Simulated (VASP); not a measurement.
# GeW (Fm-3m) in VASP: notebook

The runs below take GeW through single point, with PBE.

Everything below comes from runs of VASP 6.6.1. Logs are shortened: lines on timing, memory, paths and dates and some standing lists are left out, and cuts for length are marked.

## Step 1: The cell of the first run

Symmetry: Fm-3m, No. 225, cubic system. Conventional cell: a = 5.161 Å, b = 5.161 Å, c = 5.161 Å, α = 90.00°, β = 90.00°, γ = 90.00°. Within 3.4 Å of Ge (site symmetry m-3m) lie 6 W at 2.58 Å. W (site symmetry m-3m) has 6 Ge at 2.58 Å within 3.4 Å.

The cell was generated, and may not be a known phase.

## Step 2: Single point, PBE

INCAR

```
SYSTEM = GeW
ALGO = Normal ; EDIFF = 1E-6
ENCUT = 500 ; GGA = PE
GGA_COMPAT = .FALSE. ; ISIF = 2
ISMEAR = 0 ; LASPH = .TRUE.
LCHARG = .FALSE. ; LREAL = .FALSE.
LWAVE = .FALSE. ; NBANDS = 21
NELM = 120 ; PREC = Accurate
SIGMA = 0.2
```

KPOINTS

```
k-points
0
G
  6 6 6
  0 0 0
```

POSCAR

```
GeW
1.0
    0.0000000000      2.5805769239      2.5805769239
    2.5805769239      0.0000000000      2.5805769239
    2.5805769239      2.5805769239      0.0000000000
Ge W
1 1
Direct
    0.0000000000      0.0000000000      0.0000000000
    0.5000000000      0.5000000000      0.5000000000
```

Potentials or basis: VASP PAW PBE potentials, release 64 (Ge_d, W_sv).

The run is started by

```sh
$ cat potpaw_PBE.64/Ge_d/POTCAR potpaw_PBE.64/W_sv/POTCAR > POTCAR
$ mpirun -np 1 vasp_std > vasp.out
```

OUTCAR:

```text
SYSTEM = GeW
   EDIFF = 1E-6
   ENCUT = 500
   GGA = PE
   ISIF = 2
   ISMEAR = 0
   LASPH = .TRUE.
   LREAL = .FALSE.
   NELM = 120
   PREC = Accurate

 ion  position               nearest neighbor table
   1  0.000  0.000  0.000-   2 2.58   2 2.58   2 2.58   2 2.58   2 2.58   2 2.58
   2  0.500  0.500  0.500-   1 2.58   1 2.58   1 2.58   1 2.58   1 2.58   1 2.58

  LATTYP: Found a face centered cubic cell.
 ALAT       =     5.1611538478

  Lattice vectors:

 A1 = (   0.0000000000,   2.5805769239,   2.5805769239)
 A2 = (   2.5805769239,   0.0000000000,   2.5805769239)
 A3 = (   2.5805769239,   2.5805769239,   0.0000000000)

Analysis of symmetry for initial positions (statically):
=====================================================================
 Subroutine PRICEL returns:
 Original cell was already a primitive cell.

 Routine SETGRP: Setting up the symmetry group for a
 face centered cubic supercell.

 Subroutine GETGRP returns: Found 48 space group operations
 (whereof 48 operations were pure point group operations)
 out of a pool of 48 trial point group operations.

The static configuration has the point symmetry O_h .

Analysis of symmetry for dynamics (positions and initial velocities):
=====================================================================
 Subroutine PRICEL returns:
 Original cell was already a primitive cell.

 Routine SETGRP: Setting up the symmetry group for a
 face centered cubic supercell.

 Subroutine GETGRP returns: Found 48 space group operations
 (whereof 48 operations were pure point group operations)
 out of a pool of 48 trial point group operations.

The dynamic configuration has the point symmetry O_h .

 Subroutine INISYM returns: Found 48 space group operations
 (whereof 48 operations are pure point group operations),
 and found     1 'primitive' translations

----------------------------------------------------------------------------------------

                                     Primitive cell

  volume of cell :      34.3701

  direct lattice vectors                    reciprocal lattice vectors
     0.000000000  2.580576924  2.580576924    -0.193755123  0.193755123  0.193755123
     2.580576924  0.000000000  2.580576924     0.193755123 -0.193755123  0.193755123
     2.580576924  2.580576924  0.000000000     0.193755123  0.193755123 -0.193755123

  length of vectors
     3.649486885  3.649486885  3.649486885     0.335593718  0.335593718  0.335593718

[... 69 lines left out ...]
   ENCUT  =  500.0 eV  36.75 Ry    6.06 a.u.   6.65  6.65  6.65*2*pi/ulx,y,z
   NELM   =    120;   NELMIN=  2; NELMDL= -5     # of ELM steps
   EDIFF  = 0.1E-05   stopping-criterion for ELM
   LREAL  =      F    real-space projection
   EDIFFG = 0.1E-04   stopping-criterion for IOM
   NSW    =      0    number of steps for IOM
   IBRION =     -1    ionic relax: 0-MD 1-quasi-New 2-CG
   NFREE  =      0    steps in history (QN), initial steepest desc. (CG)
   ISIF   =      2    stress and relaxation
   ISYM   =      2    0-nonsym 1-usesym 2-fastsym
   POTIM  = 0.5000    time-step for ionic-motion
   TEBEG  =    0.0;   TEEND  =   0.0 temperature during run
   PSTRESS=    0.0 pullay stress
   NELECT =      28.0000    total number of electrons
   NUPDOWN=      -1.0000    fix difference up-down
   EMIN   =  10.00;   EMAX   =-10.00  energy-range for DOS
   EFERMI =   0.00;   METHOD = LEGACY
   ISMEAR =     0;   SIGMA  =   0.20  broadening in eV -4-tet -1-fermi 0-gaus
   EFERMI_NEDOS =   21; number of points for ismear=-14 and -15
   IALGO  =     38    algorithm
   IMIX   =      4    mixing-type and parameters
     AMIX     =   0.40;   BMIX     =  1.00
     AMIX_MAG =   1.60;   BMIX_MAG =  1.00
  volume/ion in A,a.u.               =      17.19       115.97
  Fermi-wavevector in a.u.,A,eV,Ry     =   1.528976  2.889346 31.807264  2.337768
  Thomas-Fermi vector in A             =   2.636661
   LORBIT       =      0    0 simple, 1 ext, 2 COOP (PROOUT), +10 PAW based schemes
   GGA     = PE    functional components
   LHFCALC =     F    Hartree Fock is set to
   AEXX    =    0.0000 exact exchange contribution
   IVDW    =     0    specifies the selected vdW correction
   LEPSILON=     F    determine dielectric tensor
   LRPA    =     F    only Hartree local field effects (RPA)
 non-spin polarized calculation
 Gauss-broadening in eV      SIGMA  =   0.20
  energy-cutoff  :      500.00
  volume of cell :       34.37
 maximum number of plane-waves:       893
 NGX is ok and might be reduce to    28
   NGX = 13   NGY = 13   NGZ = 13

 number of electron      27.9999993 magnetization

 Free energy of the ion-electron system (eV)
  ---------------------------------------------------
  ext. energy  EPLUGINS =         0.00000000
  ---------------------------------------------------
  free energy    TOTEN  =       -15.72021282 eV

  energy without entropy =      -15.66221050  energy(sigma->0) =      -15.69121166

 E-fermi :   9.0516     XC(G=0): -12.3982

 val. band max:        8.9809714780   @ k =  -0.1667   0.1667   0.0000
 cond. band min:       9.0830694800   @ k =   0.3333   0.1667   0.0000
 fundamental gap:      0.1020980020
 Fermi energy:         9.0515903785

 k-point     1 :       0.0000    0.0000    0.0000
  band No.  band energies     occupation
      1     -65.4331      2.00000
      2     -29.6242      2.00000
      3     -29.6241      2.00000
      4     -29.6241      2.00000
      5     -15.4679      2.00000
      6     -15.4679      2.00000
[... 373 lines left out ...]
     20      20.0546      0.00000
     21      20.9518      0.00000

------------------------ aborting loop because EDIFF is reached ----------------------------------------

  FORCE on cell =-STRESS in cart. coord.  units (eV):
  Direction    XX          YY          ZZ          XY          YZ          ZX
  --------------------------------------------------------------------------------------
  -------------------------------------------------------------------------------------
  Total       -0.0342316     -0.0342316     -0.0342316     -0.0000000     -0.0000000      0.0000000
  in kB       -1.5957225     -1.5957225     -1.5957225     -0.0000000     -0.0000000      0.0000000
  external PRESSURE =      -1.5957225 kB  Pullay stress =       0.0000000 kB

 VOLUME and BASIS-vectors are now :
 -----------------------------------------------------------------------------
  energy-cutoff  :      500.00
  volume of cell :       34.37
      direct lattice vectors                 reciprocal lattice vectors
     0.000000000  2.580576924  2.580576924    -0.193755123  0.193755123  0.193755123
     2.580576924  0.000000000  2.580576924     0.193755123 -0.193755123  0.193755123
     2.580576924  2.580576924  0.000000000     0.193755123  0.193755123 -0.193755123

 POSITION                                       TOTAL-FORCE (eV/Angst)
 -----------------------------------------------------------------------------------
      0.00000      0.00000      0.00000         0.000000      0.000000      0.000000
      2.58058      2.58058      2.58058        -0.000000     -0.000000     -0.000000
 -----------------------------------------------------------------------------------
    total drift:                                0.000000      0.000000      0.000000

  FREE ENERGIE OF THE ION-ELECTRON SYSTEM (eV)
  ---------------------------------------------------
  free  energy   TOTEN  =       -15.7202128216 eV

  energy  without entropy=      -15.6622104956  energy(sigma->0) =      -15.69121166
```

OSZICAR:

```text
N       E                     dE             d eps       ncg     rms          rms(c)
DAV:   1     0.235116262119E+03    0.23512E+03   -0.15225E+04   793   0.312E+03
DAV:   2     0.432995039167E+01   -0.23079E+03   -0.22429E+03   716   0.646E+02
DAV:   3    -0.162348825399E+02   -0.20565E+02   -0.20219E+02   757   0.122E+02
DAV:   4    -0.167218026262E+02   -0.48692E+00   -0.48626E+00   752   0.193E+01
DAV:   5    -0.167286944475E+02   -0.68918E-02   -0.68915E-02   770   0.272E+00    0.169E+01
DAV:   6    -0.157544996536E+02    0.97419E+00   -0.24562E+00   801   0.127E+01    0.421E+00
DAV:   7    -0.157294176444E+02    0.25082E-01   -0.80272E-02   860   0.394E+00    0.239E+00
DAV:   8    -0.157208597381E+02    0.85579E-02   -0.20128E-02   844   0.203E+00    0.183E-01
DAV:   9    -0.157202087727E+02    0.65097E-03   -0.30679E-03   775   0.965E-01    0.852E-02
DAV:  10    -0.157202151815E+02   -0.64088E-05   -0.11715E-04   812   0.111E-01    0.405E-02
DAV:  11    -0.157202124211E+02    0.27604E-05   -0.93884E-06   770   0.322E-02    0.417E-03
DAV:  12    -0.157202128216E+02   -0.40056E-06   -0.58812E-07   451   0.915E-03
   1 F= -.15720213E+02 E0= -.15691212E+02  d E =-.580023E-01
```

Wall time 13 s (1 thread of AMD EPYC 7R13 (Zen 3), shared host); peak memory 0.13 GiB.

What came out:

```
Free energy            : -15.7202 eV
Pressure               : -0.2 GPa
Band gap on the k mesh : zero (bands 14 and 15 overlap by 1.56 eV)
```

Caveat: spin-orbit coupling is left out, which moves the levels of the heavy elements.

## Step 3: Single point, PBE

This run uses another cell than the first one, of 17.09 Å³/atom.

INCAR

```
PREC = Accurate
ENCUT = 500
EDIFF = 1E-6
ISMEAR = 0
SIGMA = 0.2
LREAL = False
LASPH = True
NELM = 120
ALGO = Normal
ISIF = 2
LWAVE = False
LCHARG = False
GGA = PE
NBANDS = 21
GGA_COMPAT = False
```

KPOINTS

```
regular mesh
0
Gamma
  7 7 7
```

POSCAR

```
GeW
1.0
    0.0000000000      2.5760185216      2.5760185216
    2.5760185216      0.0000000000      2.5760185216
    2.5760185216      2.5760185216      0.0000000000
Ge W
1 1
Direct
    0.5000000000      0.5000000000      0.5000000000
    0.0000000000      0.0000000000      0.0000000000
```

Potentials or basis: VASP PAW PBE potentials, release 64 (Ge_d, W_sv).

The run is started by

```sh
$ cat potpaw_PBE.64/Ge_d/POTCAR potpaw_PBE.64/W_sv/POTCAR > POTCAR
$ mpirun -np 1 vasp_std > vasp.out
```

Run time: 15 s. Hardware: 1 thread of AMD EPYC 7R13 (Zen 3), shared host; peak memory 0.13 GiB.

It converged, with:

```yaml
Free_energy: -15.7420 eV
Pressure: 0.6 GPa
Band_gap_on_the_k_mesh: zero (bands 14 and 15 overlap by 1.54 eV)
```

Levels at points of the mesh, in eV from the Fermi level:
| k point | band 12 | band 13 | band 14 | band 15 | band 16 | band 17 |
| --- | --- | --- | --- | --- | --- | --- |
| (0.00, 0.00, 0.00) | -1.66 | -1.66 | -0.92 | -0.92 | 2.37 | 2.37 |

Caveat: spin-orbit coupling is left out, which moves the levels of the heavy elements.

The gap in the log of VASP goes by the Fermi energy; the results here count the filled bands.